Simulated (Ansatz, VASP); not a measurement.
## Two plane-wave programs on CdTe

```xyz
2
Lattice="0.0000 3.1400 3.0772 3.1400 0.0000 3.0772 3.1400 3.1400 0.0000" Properties=species:S:1:pos:R:3 pbc="T T T"
Cd    0.0000    0.0000    0.0000
Te    1.5700    1.5700    1.5386
```

Change from the starting cell: z stretched by -2 %, ions relaxed.

Alike in both runs: functional PBE; k mesh 12 × 12 × 12; occupations fermi-dirac, width 0.02 eV; no spin polarisation.

Ansatz relaxed the structure, and its values are those at the end. VASP's run is a single point on that final structure, the one shown.

```csv
,VASP,Ansatz
version,VASP 6.6.1,Ansatz 0.2.0
potentials or method,"VASP PAW PBE potentials, release 64 (Cd, Te)","plane-wave PAW, scalar-relativistic"
plane-wave cutoff (eV),520,420
valence electrons in the cell,18,36
```

VASP gave:

```
gap on the k mesh at the Fermi level (eV) : 1.08
pressure (GPa)                            : 9.7
```

Problem. Which values does Ansatz return?

Solution. gap on the k mesh at the Fermi level (eV): 1.08; pressure (GPa): 9.5.

With one functional, cell and mesh, what is left measures potentials, basis and numerics. VASP's potentials hold 18 valence electrons a cell and Ansatz's 36, so a difference there can come from the potentials and not from the codes. Ansatz's warnings: stress scf threshold loose.

Neither program's run includes spin-orbit coupling.
